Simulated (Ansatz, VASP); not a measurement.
**NbPdSe3: VASP beside Ansatz**

```xyz
5
Lattice="5.6690 0.0000 0.0000 -2.8345 4.9095 0.0000 0.0000 0.0000 5.0105" Properties=species:S:1:pos:R:3 pbc="T T T"
Nb    0.0000    0.0000    0.0000
Pd    0.0000    0.0000    2.5052
Se    2.8345    0.0000    2.5052
Se   -1.4172    2.4547    2.5052
Se    1.4172    2.4547    2.5052
```

Alike in both runs: functional PBE; k mesh 3 × 3 × 4; occupations gaussian, width 0.1 eV; collinear spin.

Ansatz relaxed the structure, and its values are those at the end. VASP's run is a single point on that final structure, the one shown.

```csv
,VASP,Ansatz
version,VASP 6.6.1,Ansatz 0.2.0
potentials or method,"VASP PAW PBE potentials, release 64 (Nb_sv, Pd, Se), cutoff 520 eV","scalar-relativistic, plane waves, PAW"
valence electrons in the cell,41,79
```

Ansatz gave:

- gap on the k mesh at the Fermi level (eV): none
- pressure (GPa): 0.0
- net moment per atom (μB): 0.56
- size of the moment on the site where the two differ most (μB): 1.79

Problem. Estimate VASP's values.

Solution. gap on the k mesh at the Fermi level (eV): none; pressure (GPa): 0.0; net moment per atom (μB): 0.57; size of the moment on the site where the two differ most (μB): 2.15.

Site moments also hang on the region over which each program counts them. A gap of «none» marks a metal or a gap that the smearing closes. VASP's potentials hold 41 valence electrons a cell and Ansatz's 79, so a difference there can come from the potentials and not from the codes.

The k mesh is coarse, so the values compare programs but aren't converged.
